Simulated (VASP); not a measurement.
# Mg5Te2 (R-3m) in VASP: a series of runs, part 2 of 2

VASP 6.6.1. Earlier steps stand in the parts before.

## Step 4: Single point, PBE

This run uses another cell than the first one, of 27.94 Å³/atom, 1.083 times its volume.

INCAR

```
PREC     = Accurate       # precision mode
ENCUT    = 520            # plane-wave cutoff, eV
EDIFF    = 1E-6           # SCF threshold, eV
ISMEAR   = 0              # smearing method
SIGMA    = 0.2            # smearing width, eV
LREAL    = F              # projectors in reciprocal space
LASPH    = T              # aspherical terms in the spheres
NELM     = 60             # most SCF steps
ALGO     = Normal         # electronic algorithm
ISIF     = 2              # what is computed and relaxed
LWAVE    = F              # write WAVECAR
LCHARG   = F              # write CHGCAR
GGA      = PE             # functional
NBANDS   = 20             # bands
```

KPOINTS

```
regular mesh
0
Gamma
  5 5 5
```

POSCAR

```
Mg5Te2
1.0
    2.0248459463      1.1690453504     13.7703484833
   -2.0248459463      1.1690453504     13.7703484833
    0.0000000000     -2.3380907061     13.7703484828
Mg Te
5 2
Direct
    0.4189501969      0.4189501969      0.4189501969
    0.0000000000      0.0000000000      0.0000000000
    0.1391134551      0.1391134551      0.1391134551
    0.8608865449      0.8608865449      0.8608865449
    0.5810498031      0.5810498031      0.5810498031
    0.7099486180      0.7099486180      0.7099486180
    0.2900513820      0.2900513820      0.2900513820
```

Started as:

```console
> cat potpaw_PBE.64/Mg/POTCAR potpaw_PBE.64/Te/POTCAR > POTCAR
> mpirun -np 1 vasp_std > vasp.out
```

Run time: 9.8 min. Hardware: 1 thread of Intel Xeon 6975P-C (Granite Rapids), shared host; peak memory 1.9 GiB.

It converged, with:

```
Free energy            : -15.5917 eV
Pressure               : 0.1 GPa
Largest force          : 0.064 eV/Å
Band gap on the k mesh : zero (band 11 reaches 3.85 eV, above the bottom of band 12 at 3.30 eV)
```

Forces on the atoms (eV/Å):
```
Mg   0.000  0.000 -0.064
Mg   0.000  0.000  0.000
Mg   0.000  0.000 -0.031
Mg   0.000  0.000  0.031
Mg   0.000  0.000  0.064
Te   0.000  0.000  0.018
Te   0.000  0.000 -0.018
```

Stress tensor (GPa, compression positive):
```
 0.18  0.00  0.00
 0.00  0.18  0.00
 0.00  0.00 -0.06
```

Levels at points of the mesh, in eV from the Fermi level:
```tsv
k point	band 7	band 8	band 9	band 10	band 11	band 12	band 13	band 14	band 15	band 16
(0.00, 0.00, 0.00)	-0.97	-0.87	-0.87	-0.65	-0.65	2.90	2.95	3.76	4.45	4.45
```

Caveat: spin-orbit coupling is left out, which moves the levels of the heavy elements.

## Step 5: Single point, PBE

INCAR

```
SYSTEM = Mg5Te2
ALGO = Normal ; EDIFF = 1E-6
ENCUT = 600 ; GGA = PE
GGA_COMPAT = .FALSE. ; ISIF = 2
ISMEAR = 0 ; LASPH = .TRUE.
LCHARG = .FALSE. ; LREAL = .FALSE.
LWAVE = .FALSE. ; NBANDS = 20
NELM = 120 ; PREC = Accurate
SIGMA = 0.1
```

KPOINTS

```
k-points
0
G
  3 3 3
  0 0 0
```

POSCAR

```
Mg5Te2
1.0
    3.1209994533      1.8019098745      5.3527849234
   -3.1209994533      1.8019098745      5.3527849234
    0.0000000000     -3.6038197490      5.3527849234
Mg Te
5 2
Direct
    0.1767385258      0.1767385258      0.1767385258
    0.8232614742      0.8232614742      0.8232614742
    0.5000000000      0.5000000000      0.0000000000
    0.0000000000      0.5000000000      0.5000000000
    0.5000000000      0.0000000000      0.5000000000
    0.0000000000      0.0000000000      0.0000000000
    0.5000000000      0.5000000000      0.5000000000
```

Potentials or basis: VASP PAW PBE potentials, release 64 (Mg, Te).

Started as:

```console
> cat potpaw_PBE.64/Mg/POTCAR potpaw_PBE.64/Te/POTCAR > POTCAR
> mpirun -np 1 vasp_std > vasp.out
```

OUTCAR:

```text
SYSTEM = Mg5Te2
   EDIFF = 1E-6
   ENCUT = 600
   GGA = PE
   ISIF = 2
   ISMEAR = 0
   LASPH = .TRUE.
   LREAL = .FALSE.
   NELM = 120
   PREC = Accurate

 ion  position               nearest neighbor table
   1  0.177  0.177  0.177-   6 2.84   3 3.09   5 3.09   4 3.09   7 3.61   7 3.61   7 3.61   2 3.62
                             2 3.62   2 3.62
   2  0.823  0.823  0.823-   6 2.84   3 3.09   5 3.09   4 3.09   7 3.61   7 3.61   7 3.61   1 3.62
                             1 3.62   1 3.62
   3  0.500  0.500  0.000-   1 3.09   2 3.09   4 3.12   5 3.12   5 3.12   4 3.12   6 3.12   6 3.12
                             7 3.23   7 3.23
   4  0.000  0.500  0.500-   1 3.09   2 3.09   3 3.12   6 3.12   6 3.12   3 3.12   5 3.12   5 3.12
                             7 3.23   7 3.23
   5  0.500  0.000  0.500-   1 3.09   2 3.09   3 3.12   6 3.12   3 3.12   6 3.12   4 3.12   4 3.12
                             7 3.23   7 3.23
   6  0.000  0.000  0.000-   1 2.84   2 2.84   4 3.12   5 3.12   4 3.12   5 3.12   3 3.12   3 3.12

   7  0.500  0.500  0.500-   3 3.23   3 3.23   5 3.23   4 3.23   5 3.23   4 3.23   2 3.61   1 3.61
                             2 3.61   1 3.61   2 3.61   1 3.61

  LATTYP: Found a trigonal (rhomboedric) cell.
 ALAT       =     6.4528926242
 COS(alpha) =     0.5321479855

  Lattice vectors:

 A1 = (   3.1209994533,   1.8019098745,   5.3527849234)
 A2 = (  -3.1209994533,   1.8019098745,   5.3527849234)
 A3 = (   0.0000000000,  -3.6038197490,   5.3527849234)

Analysis of symmetry for initial positions (statically):
=====================================================================
 Subroutine PRICEL returns:
 Original cell was already a primitive cell.

 Routine SETGRP: Setting up the symmetry group for a
 trigonal (rhombohedral) supercell.

 Subroutine GETGRP returns: Found 12 space group operations
 (whereof 12 operations were pure point group operations)
 out of a pool of 12 trial point group operations.

The static configuration has the point symmetry D_3d.

Analysis of symmetry for dynamics (positions and initial velocities):
[... 126 lines left out ...]
   LORBIT       =      0    0 simple, 1 ext, 2 COOP (PROOUT), +10 PAW based schemes
   GGA     = PE    functional components
   LHFCALC =     F    Hartree Fock is set to
   AEXX    =    0.0000 exact exchange contribution
   IVDW    =     0    specifies the selected vdW correction
   LEPSILON=     F    determine dielectric tensor
   LRPA    =     F    only Hartree local field effects (RPA)
 non-spin polarized calculation
 Gauss-broadening in eV      SIGMA  =   0.10
  energy-cutoff  :      600.00
  volume of cell :      180.62
 maximum number of plane-waves:      6064
 NGX is ok and might be reduce to    54
   NGX = 25   NGY = 25   NGZ = 25

 number of electron      22.0000000 magnetization

 Free energy of the ion-electron system (eV)
  ---------------------------------------------------
  ext. energy  EPLUGINS =         0.00000000
  ---------------------------------------------------
  free energy    TOTEN  =       -15.37532119 eV

  energy without entropy =      -15.36345285  energy(sigma->0) =      -15.36938702

 E-fermi :   4.6360     XC(G=0):  -8.7436

 val. band max:        4.4304780444   @ k =  -0.3333   0.3333   0.0000
 cond. band min:       4.6666352930   @ k =  -0.3333   0.3333   0.3333
 fundamental gap:      0.2361572486
 Fermi energy:         4.6360185262

 k-point     1 :       0.0000    0.0000    0.0000
  band No.  band energies     occupation
      1      -7.8246      2.00000
      2      -6.8464      2.00000
      3      -0.1846      2.00000
      4       0.1602      2.00000
      5       0.1602      2.00000
      6       0.5582      2.00000
[... 127 lines left out ...]
     19       8.0408      0.00000
     20       8.5417      0.00000

------------------------ aborting loop because EDIFF is reached ----------------------------------------

  FORCE on cell =-STRESS in cart. coord.  units (eV):
  Direction    XX          YY          ZZ          XY          YZ          ZX
  --------------------------------------------------------------------------------------
  -------------------------------------------------------------------------------------
  Total       -0.4396361     -0.4396361     -0.1584614      0.0000000     -0.0000000     -0.0000000
  in kB       -3.8998341     -3.8998341     -1.4056467      0.0000000     -0.0000000     -0.0000000
  external PRESSURE =      -3.0684383 kB  Pullay stress =       0.0000000 kB

 VOLUME and BASIS-vectors are now :
 -----------------------------------------------------------------------------
  energy-cutoff  :      600.00
  volume of cell :      180.62
      direct lattice vectors                 reciprocal lattice vectors
     3.120999453  1.801909874  5.352784923     0.160205091  0.092494452  0.062272880
    -3.120999453  1.801909874  5.352784923    -0.160205091  0.092494452  0.062272880
     0.000000000 -3.603819749  5.352784923     0.000000000 -0.184988904  0.062272880

 POSITION                                       TOTAL-FORCE (eV/Angst)
 -----------------------------------------------------------------------------------
      0.00000      0.00000      2.83813         0.000000      0.000000      0.068659
      0.00000      0.00000     13.22022         0.000000     -0.000000     -0.068659
      0.00000      1.80191      5.35278         0.000000      0.000000      0.000000
     -1.56050     -0.90095      5.35278        -0.000000      0.000000     -0.000000
      1.56050     -0.90095      5.35278         0.000000      0.000000     -0.000000
      0.00000      0.00000      0.00000         0.000000      0.000000     -0.000000
      0.00000      0.00000      8.02918        -0.000000      0.000000      0.000000
 -----------------------------------------------------------------------------------
    total drift:                               -0.000000      0.000000      0.000000

  FREE ENERGIE OF THE ION-ELECTRON SYSTEM (eV)
  ---------------------------------------------------
  free  energy   TOTEN  =       -15.3753211933 eV

  energy  without entropy=      -15.3634528506  energy(sigma->0) =      -15.36938702
```

OSZICAR:

```text
N       E                     dE             d eps       ncg     rms          rms(c)
DAV:   1     0.578179127848E+02    0.57818E+02   -0.78576E+03   240   0.935E+02
DAV:   2    -0.103887892527E+02   -0.68207E+02   -0.65012E+02   312   0.119E+02
DAV:   3    -0.155507055117E+02   -0.51619E+01   -0.51219E+01   300   0.301E+01
DAV:   4    -0.156406767154E+02   -0.89971E-01   -0.89941E-01   288   0.468E+00
DAV:   5    -0.156427109719E+02   -0.20343E-02   -0.20342E-02   312   0.787E-01    0.702E+00
DAV:   6    -0.154341009425E+02    0.20861E+00   -0.25619E-01   292   0.176E+00    0.436E+00
DAV:   7    -0.153808215337E+02    0.53279E-01   -0.23748E-01   296   0.165E+00    0.665E-01
DAV:   8    -0.153754655430E+02    0.53560E-02   -0.23032E-02   284   0.618E-01    0.376E-01
DAV:   9    -0.153753349555E+02    0.13059E-03   -0.19820E-03   272   0.210E-01    0.757E-02
DAV:  10    -0.153753238058E+02    0.11150E-04   -0.10273E-04   308   0.424E-02    0.359E-02
DAV:  11    -0.153753218116E+02    0.19941E-05   -0.18391E-05   280   0.223E-02    0.126E-02
DAV:  12    -0.153753211933E+02    0.61839E-06   -0.22158E-06   208   0.725E-03
   1 F= -.15375321E+02 E0= -.15369387E+02  d E =-.118683E-01
```

stdout:

```text
POSCAR found type information on POSCAR MgTe
 POSCAR found :  2 types and       7 ions
 scaLAPACK will be used
 LDA part: xc-table for (Slater+PW92), standard interpolation
 POSCAR, INCAR and KPOINTS ok, starting setup
 FFT: planning ... GRIDC
 FFT: planning ... GRID_SOFT
 FFT: planning ... GRID
 WAVECAR not read
 entering main loop
```

Wall time 1.9 min (1 thread of Intel Xeon 8259CL, shared host); peak memory 0.38 GiB.

What came out:

```yaml
Free_energy: -15.3753 eV
Pressure: -0.3 GPa
Largest_force: 0.069 eV/Å
Band_gap_on_the_k_mesh: zero (band 11 reaches 4.90 eV, above the bottom of band 12 at 3.31 eV)
```

Forces in eV/Å, atoms in the order of the input:
```
Mg   0.000  0.000  0.069
Mg   0.000  0.000 -0.069
Mg   0.000  0.000  0.000
Mg   0.000  0.000  0.000
Mg   0.000  0.000  0.000
Te   0.000  0.000  0.000
Te   0.000  0.000  0.000
```

Caveat: the k points lie up to 0.41 Å⁻¹ apart; spin-orbit coupling is left out, which moves the levels of the heavy elements.

## Step 6: Overview

```tsv
task	cell	k mesh	cutoff (eV)	smearing	gap on the mesh (eV)	pressure (GPa)	largest force (eV/Å)
single point	a = 6.453 Å, angles 57.8°, 7 atoms	3 × 3 × 3	520	gaussian 0.2 eV	none	-0.3	0.07
relaxation of cell and atoms	relaxed from a = 6.037 Å, angles 65.3°, 7 atoms	3 × 3 × 3	600	gaussian 0.2 eV	none	0.2	0.07
single point	a = 13.967 Å, angles 16.7°, 7 atoms	5 × 5 × 5	520	gaussian 0.2 eV	none	0.1	0.06
single point	a = 6.453 Å, angles 57.8°, 7 atoms	3 × 3 × 3	600	gaussian 0.1 eV	none	-0.3	0.07
```

Alike in all rows: level PBE; potentials or basis VASP PAW PBE potentials, release 64 (Mg, Te); no spin polarisation.

Caveats: some runs use coarse meshes; spin-orbit coupling is left out, which moves the levels of the heavy elements; the relaxation stopped at a loose force limit of 0.08 eV/Å, so its end isn't a converged minimum (some runs).

Absolute energies hang on the potentials; compare differences alone.
